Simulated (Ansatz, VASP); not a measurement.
## Two plane-wave programs on As

```
As
1.0
     3.56523    0.00000    0.00000
    -1.78262    3.08758    0.00000
     0.00000    0.00000    5.94047
As
4
Cartesian
  0.0000 0.0000 4.7676
  0.0000 0.0000 1.1729
  0.0000 2.0584 3.6510
  1.7826 1.0292 2.2894
```

Alike in both runs: task single point; functional PBE; k mesh 6 × 6 × 4; occupations gaussian, width 0.1 eV; no spin polarisation.

```csv
,VASP,Ansatz
version,VASP 6.6.1,Ansatz 0.2.0
potentials or method,"VASP PAW PBE potentials, release 64 (As), cutoff 520 eV","scalar-relativistic, plane waves, PAW"
valence electrons in the cell,20,60
```

Ansatz gave:

* gap on the k mesh at the Fermi level (eV): none
* rms of the force components (eV/Å): 0.806

Problem. Which values does VASP return?

Solution. gap on the k mesh at the Fermi level (eV): none; rms of the force components (eV/Å): 0.833.

Atom by atom the forces differ by 0.031 eV/Å (rms over components). A gap of «none» marks a metal or a gap that the smearing closes. VASP's potentials hold 20 valence electrons a cell and Ansatz's 60, so a difference there can come from the potentials and not from the codes.
